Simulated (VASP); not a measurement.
Wanted: the native input for a VASP 6.6.1 run.

```yaml
Task: single point
Functional: revPBE
Potentials_or_basis: VASP PAW PBE potentials, release 64 (Se)
Cutoff: 520 eV
k_mesh: 12 × 12 × 12
Occupations: fermi-dirac, width 0.1 eV
Spin: no spin polarisation
Dipole_correction: no
Further_INCAR_settings: ALGO = Normal; EDIFF = 1e-07; NBANDS = 9
```

The structure of Se lies in POSCAR:

```
Se
1.0
    2.7295709718      0.0000000000      0.0000000000
    0.0000000000      2.7295709718      0.0000000000
    0.0000000000      0.0000000000      2.7295709718
Se
1
Direct
    0.0000000000      0.0000000000      0.0000000000
```

This cell differs from its parent crystal: volume scaled by 0.88.

The input as run:

INCAR

```
  ALGO = Normal
  EDIFF = 1E-7
  ENCUT = 520
  GGA = RE
  ISIF = 2
  ISMEAR = -1
  LASPH = T
  LCHARG = T
  LELF = T
  LREAL = F
  LVHAR = T
  LWAVE = F
  NBANDS = 9
  NELM = 60
  PREC = Accurate
  SIGMA = 0.1
```

KPOINTS

```
k-points
0
Gamma
  12 12 12
```

Potentials or basis: VASP PAW PBE potentials, release 64 (Se).

Command:

```sh
$ cat potpaw_PBE.64/Se/POTCAR > POTCAR
$ mpirun -np 1 vasp_std > vasp.out
```

Results of the run:

```
Pressure               : 11.5 GPa
Band gap on the k mesh : zero (band 3 reaches 9.37 eV, above the bottom of band 4 at 2.34 eV)
```

Caveat: the PAW data sets were made with another functional, which shifts forces and pressure a little.

It took 15 s on 1 thread of Intel Xeon 8259CL, on a shared host, peak memory 0.13 GiB.
